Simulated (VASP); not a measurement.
# HRh6 in VASP: single point with PBE

Aim: the single point of HRh6 with PBE.

All numbers are computed with VASP 6.6.1; they aren't measurements. Logs are shortened: lines on timing, memory, paths and dates and some standing lists are left out, and cuts for length are marked.

## (1) The cell of the first run

The cell holds a slab with vacuum, 14 atoms: a = 5.416 Å, b = 5.416 Å, c = 21.674 Å, α = 90.00°, β = 90.00°, γ = 90.00°.

## (2) Single point, PBE

Input file INCAR:

```
  PREC = Accurate
  ENCUT = 520
  EDIFF = 1E-7
  ISMEAR = 0
  SIGMA = 0.1
  LREAL = F
  LASPH = T
  NELM = 60
  ALGO = Normal
  ISIF = 2
  LWAVE = F
  LCHARG = F
  LDIPOL = T
  IDIPOL = 3
  DIPOL = 0.5 0.5 0.299
  GGA = PE
  NBANDS = 104
```

Input file KPOINTS:

```
regular mesh
0
Gamma
  5 5 1
```

Input file POSCAR:

```
HRh6
1.0
    5.4163401145      0.0000000000      0.0000000000
    0.0000000000      5.4163401145      0.0000000000
    0.0000000000      0.0000000000     21.6737367085
Rh H
12 2
Direct
    0.2500000000      0.2500000000      0.1845551625
    0.2500000000      0.7500000000      0.1845551625
    0.7500000000      0.2500000000      0.1845551625
    0.7500000000      0.7500000000      0.1845551625
    0.0000000000      0.0000000000      0.2693761947
    0.0000000000      0.5000000000      0.2693761947
    0.5000000000      0.0000000000      0.2693761947
    0.5000000000      0.5000000000      0.2693761947
    0.2500000000      0.2500000000      0.3540569313
    0.2500000000      0.7500000000      0.3540569313
    0.7500000000      0.2500000000      0.3540569313
    0.7500000000      0.7500000000      0.3540569313
    0.4307650568      0.5000000000      0.4740177869
    0.5692349432      0.5000000000      0.4740177869
```

Potentials or basis: VASP PAW PBE potentials, release 64 (Rh_pv, H).

On the command line:

```console
$ cat potpaw_PBE.64/Rh_pv/POTCAR potpaw_PBE.64/H/POTCAR > POTCAR
$ mpirun -np 1 vasp_std > vasp.out
```

OUTCAR:

```text
PREC = Accurate
   ENCUT = 520
   EDIFF = 1E-7
   ISMEAR = 0
   LREAL = F
   LASPH = T
   NELM = 60
   ISIF = 2
   GGA = PE

 ion  position               nearest neighbor table
   1  0.250  0.250  0.185-   5 2.65   6 2.65   7 2.65   8 2.65   2 2.71   3 2.71   2 2.71   3 2.71

   2  0.250  0.750  0.185-   5 2.65   6 2.65   7 2.65   8 2.65   1 2.71   4 2.71   1 2.71   4 2.71

   3  0.750  0.250  0.185-   5 2.65   6 2.65   7 2.65   8 2.65   1 2.71   4 2.71   4 2.71   1 2.71
[... 15 lines left out ...]
  11  0.750  0.250  0.354-   5 2.65   6 2.65   7 2.65   8 2.65   9 2.71  12 2.71  12 2.71   9 2.71

  12  0.750  0.750  0.354-   5 2.65   6 2.65   7 2.65   8 2.65  10 2.71  11 2.71  11 2.71  10 2.71

  13  0.431  0.500  0.474-  14 0.75
  14  0.569  0.500  0.474-  13 0.75

  LATTYP: Found a simple tetragonal cell.
 ALAT       =     5.4163401145
 C/A-ratio  =     4.0015464779

  Lattice vectors:

 A1 = (   5.4163401145,   0.0000000000,   0.0000000000)
 A2 = (   0.0000000000,   5.4163401145,   0.0000000000)
 A3 = (   0.0000000000,   0.0000000000,  21.6737367085)

Analysis of symmetry for initial positions (statically):
=====================================================================
 Subroutine PRICEL returns:
 Original cell was already a primitive cell.

 Routine SETGRP: Setting up the symmetry group for a
 simple tetragonal supercell.

 Subroutine GETGRP returns: Found  4 space group operations
 (whereof  4 operations were pure point group operations)
 out of a pool of 16 trial point group operations.

The static configuration has the point symmetry C_2v.

Analysis of symmetry for dynamics (positions and initial velocities):
=====================================================================
 Subroutine PRICEL returns:
 Original cell was already a primitive cell.

 Routine SETGRP: Setting up the symmetry group for a
 simple tetragonal supercell.

 Subroutine GETGRP returns: Found  4 space group operations
 (whereof  4 operations were pure point group operations)
 out of a pool of 16 trial point group operations.

The dynamic configuration has the point symmetry C_2v.

 Subroutine INISYM returns: Found  4 space group operations
 (whereof  4 operations are pure point group operations),
 and found     1 'primitive' translations

----------------------------------------------------------------------------------------

                                     Primitive cell

  volume of cell :     635.8368

  direct lattice vectors                    reciprocal lattice vectors
     5.416340114  0.000000000  0.000000000     0.184626515  0.000000000  0.000000000
     0.000000000  5.416340114  0.000000000     0.000000000  0.184626515  0.000000000
     0.000000000  0.000000000 21.673736709     0.000000000  0.000000000  0.046138791

  length of vectors
     5.416340114  5.416340114 21.673736709     0.184626515  0.184626515  0.046138791

  position of ions in fractional coordinates (direct lattice)
     0.250000000  0.250000000  0.184555162
     0.250000000  0.750000000  0.184555162
     0.750000000  0.250000000  0.184555162
     0.750000000  0.750000000  0.184555162
     0.000000000  0.000000000  0.269376195
     0.000000000  0.500000000  0.269376195
     0.500000000  0.000000000  0.269376195
     0.500000000  0.500000000  0.269376195
     0.250000000  0.250000000  0.354056931
     0.250000000  0.750000000  0.354056931
     0.750000000  0.250000000  0.354056931
     0.750000000  0.750000000  0.354056931
     0.430765057  0.500000000  0.474017787
     0.569234943  0.500000000  0.474017787

  ion indices of the primitive-cell ions
   primitive index   ion index
                 1           1
                 2           2
                 3           3
                 4           4
                 5           5
                 6           6
                 7           7
                 8           8
                 9           9
                10          10
                11          11
                12          12
                13          13
                14          14

----------------------------------------------------------------------------------------

 KPOINTS: regular mesh

Automatic generation of k-mesh.
 Grid dimensions read from file:
 generate k-points for:    5    5    1

 Generating k-lattice:

  Cartesian coordinates                     Fractional coordinates (reciprocal lattice)
     0.036925303  0.000000000  0.000000000     0.200000000  0.000000000  0.000000000
     0.000000000  0.036925303  0.000000000     0.000000000  0.200000000  0.000000000
     0.000000000  0.000000000  0.046138791     0.000000000  0.000000000  1.000000000

  Length of vectors
     0.036925303  0.036925303  0.046138791

  Shift w.r.t. Gamma in fractional coordinates (k-lattice)
     0.000000000  0.000000000  0.000000000

 Subroutine IBZKPT returns following result:
 ===========================================

 Found      9 irreducible k-points:

 Following reciprocal coordinates:
            Coordinates               Weight
  0.000000  0.000000  0.000000      1.000000
  0.200000  0.000000  0.000000      2.000000
  0.000000  0.200000  0.000000      2.000000
  0.400000  0.000000  0.000000      2.000000
  0.000000  0.400000  0.000000      2.000000
  0.200000  0.200000  0.000000      4.000000
  0.400000  0.200000  0.000000      4.000000
 -0.200000  0.400000  0.000000      4.000000
  0.400000  0.400000  0.000000      4.000000
   k-points           NKPTS =      9   k-points in BZ     NKDIM =      9   number of bands    NBANDS=    104
   number of dos      NEDOS =    301   number of ions     NIONS =     14
   total plane-waves  NPLWV = 259200
   dimension x,y,z NGX =    40 NGY =   40 NGZ =  162
   dimension x,y,z NGXF=    80 NGYF=   80 NGZF=  324
   ions per type =              12   2
   NGX,Y,Z   is equivalent  to a cutoff of  12.28, 12.28, 12.43 a.u.
   NGXF,Y,Z  is equivalent  to a cutoff of  24.55, 24.55, 24.85 a.u.
 SYSTEM =  unknown system
   PREC   = accura    normal or accurate (medium, high low for compatibility)
   ISTART =      0    job   : 0-new  1-cont  2-samecut
   ICHARG =      2    charge: 1-file 2-atom 10-const
   ISPIN  =      1    spin polarized calculation?
   LNONCOLLINEAR =      F non collinear calculations
   LSORBIT =      F    spin-orbit coupling
   LASPH  =      T    aspherical Exc in radial PAW
   ENCUT  =  520.0 eV  38.22 Ry    6.18 a.u.  10.07 10.07 40.30*2*pi/ulx,y,z
   NELM   =     60;   NELMIN=  2; NELMDL= -5     # of ELM steps
   EDIFF  = 0.1E-06   stopping-criterion for ELM
   LREAL  =      F    real-space projection
   EDIFFG = 0.1E-05   stopping-criterion for IOM
   NSW    =      0    number of steps for IOM
   IBRION =     -1    ionic relax: 0-MD 1-quasi-New 2-CG
   NFREE  =      0    steps in history (QN), initial steepest desc. (CG)
   ISIF   =      2    stress and relaxation
   ISYM   =      2    0-nonsym 1-usesym 2-fastsym
   POTIM  = 0.5000    time-step for ionic-motion
   TEBEG  =    0.0;   TEEND  =   0.0 temperature during run
   PSTRESS=    0.0 pullay stress
   NELECT =     182.0000    total number of electrons
   NUPDOWN=      -1.0000    fix difference up-down
   EMIN   =  10.00;   EMAX   =-10.00  energy-range for DOS
   EFERMI =   0.00;   METHOD = LEGACY
   ISMEAR =     0;   SIGMA  =   0.10  broadening in eV -4-tet -1-fermi 0-gaus
   EFERMI_NEDOS =   21; number of points for ismear=-14 and -15
   IALGO  =     38    algorithm
   IMIX   =      4    mixing-type and parameters
     AMIX     =   0.40;   BMIX     =  1.00
     AMIX_MAG =   1.60;   BMIX_MAG =  1.00
  volume/ion in A,a.u.               =      45.42       306.49
  Fermi-wavevector in a.u.,A,eV,Ry     =   1.078906  2.038836 15.837686  1.164037
  Thomas-Fermi vector in A             =   2.214857
   LORBIT       =      0    0 simple, 1 ext, 2 COOP (PROOUT), +10 PAW based schemes
   GGA     = PE    functional components
   LHFCALC =     F    Hartree Fock is set to
   AEXX    =    0.0000 exact exchange contribution
   IVDW    =     0    specifies the selected vdW correction
   LEPSILON=     F    determine dielectric tensor
   LRPA    =     F    only Hartree local field effects (RPA)
 non-spin polarized calculation
 Gauss-broadening in eV      SIGMA  =   0.10
  energy-cutoff  :      520.00
  volume of cell :      635.84
 maximum number of plane-waves:     17146
   NGX = 21   NGY = 21   NGZ = 81

 dipolmoment           0.000000      0.000000      0.058419 electrons x Angstroem

 number of electron     182.0000092 magnetization

 dipolmoment           0.000000      0.000000     -0.035144 electrons x Angstroem

 Free energy of the ion-electron system (eV)
  ---------------------------------------------------
  ext. energy  EPLUGINS =         0.00000000
  ---------------------------------------------------
  free energy    TOTEN  =       -85.35976758 eV

  energy without entropy =      -85.25844731  energy(sigma->0) =      -85.30910744

 E-fermi :  -0.4089     XC(G=0):  -4.7219

 val. band max:       -0.4117465856   @ k =   0.4000   0.0000   0.0000
 cond. band min:      -0.3965200794   @ k =   0.4000   0.0000   0.0000
 fundamental gap:      0.0152265062
 Fermi energy:        -0.4088650121

 k-point     1 :       0.0000    0.0000    0.0000
  band No.  band energies     occupation
      1     -47.4371      2.00000
      2     -47.4368      2.00000
      3     -47.3833      2.00000
      4     -47.3825      2.00000
      5     -47.2644      2.00000
      6     -47.2474      2.00000
[... 943 lines left out ...]
    102       0.5819      0.00000
    103       1.3658      0.00000
 [bands above 103 left out]

------------------------ aborting loop because EDIFF is reached ----------------------------------------

 vacuum level on the upper side and lower side of the slab       (xc-potential included)        -0.111         0.101

  FORCE on cell =-STRESS in cart. coord.  units (eV):
  Direction    XX          YY          ZZ          XY          YZ          ZX
  --------------------------------------------------------------------------------------
  -------------------------------------------------------------------------------------
  Total       -7.1935953     -7.3673471      0.0000997      0.0000000      0.0000000      0.0000000
  in kB      -18.1263740    -18.5641925      0.0002511      0.0000000      0.0000000      0.0000000
  external PRESSURE =     -12.2301051 kB  Pullay stress =       0.0000000 kB

 VOLUME and BASIS-vectors are now :
 -----------------------------------------------------------------------------
  energy-cutoff  :      520.00
  volume of cell :      635.84
      direct lattice vectors                 reciprocal lattice vectors
     5.416340114  0.000000000  0.000000000     0.184626515  0.000000000  0.000000000
     0.000000000  5.416340114  0.000000000     0.000000000  0.184626515  0.000000000
     0.000000000  0.000000000 21.673736709     0.000000000  0.000000000  0.046138791

 POSITION                                       TOTAL-FORCE (eV/Angst)
 -----------------------------------------------------------------------------------
      1.35409      1.35409      4.00000        -0.009423     -0.006052      0.043675
      1.35409      4.06226      4.00000        -0.009423      0.006052      0.043675
      4.06226      1.35409      4.00000         0.009423     -0.006052      0.043675
      4.06226      4.06226      4.00000         0.009423      0.006052      0.043675
      0.00000      0.00000      5.83839         0.000000      0.000000     -0.020650
      0.00000      2.70817      5.83839         0.000000      0.000000     -0.073150
      2.70817      0.00000      5.83839         0.000000      0.000000     -0.072405
      2.70817      2.70817      5.83839         0.000000      0.000000     -0.028927
      1.35409      1.35409      7.67374        -0.032903     -0.025078     -0.034233
      1.35409      4.06226      7.67374        -0.032903      0.025078     -0.034233
      4.06226      1.35409      7.67374         0.032903     -0.025078     -0.034233
      4.06226      4.06226      7.67374         0.032903      0.025078     -0.034233
      2.33317      2.70817     10.27374        -0.160070      0.000000      0.078682
      3.08317      2.70817     10.27374         0.160070      0.000000      0.078682
 -----------------------------------------------------------------------------------
    total drift:                                0.000000      0.000000      0.001674

  FREE ENERGIE OF THE ION-ELECTRON SYSTEM (eV)
  ---------------------------------------------------
  free  energy   TOTEN  =       -85.3597675781 eV

  energy  without entropy=      -85.2584473061  energy(sigma->0) =      -85.30910744

 vacuum level on the upper side and lower side of the slab         4.279         4.496
```

Run time: 82 min. Hardware: 1 thread of Intel Xeon 8259CL, shared host; peak memory 0.79 GiB.

What came out:

```
Free energy            : -85.3598 eV
Largest force          : 0.178 eV/Å
Band gap on the k mesh : zero (bands 91 and 92 overlap by 0.70 eV)
```

Forces on the atoms (eV/Å):
```
Rh  -0.009 -0.006  0.044
Rh  -0.009  0.006  0.044
Rh   0.009 -0.006  0.044
Rh   0.009  0.006  0.044
Rh   0.000  0.000 -0.021
Rh   0.000  0.000 -0.073
Rh   0.000  0.000 -0.072
Rh   0.000  0.000 -0.029
Rh  -0.033 -0.025 -0.034
Rh  -0.033  0.025 -0.034
Rh   0.033 -0.025 -0.034
Rh   0.033  0.025 -0.034
H   -0.160  0.000  0.079
H    0.160  0.000  0.079
```
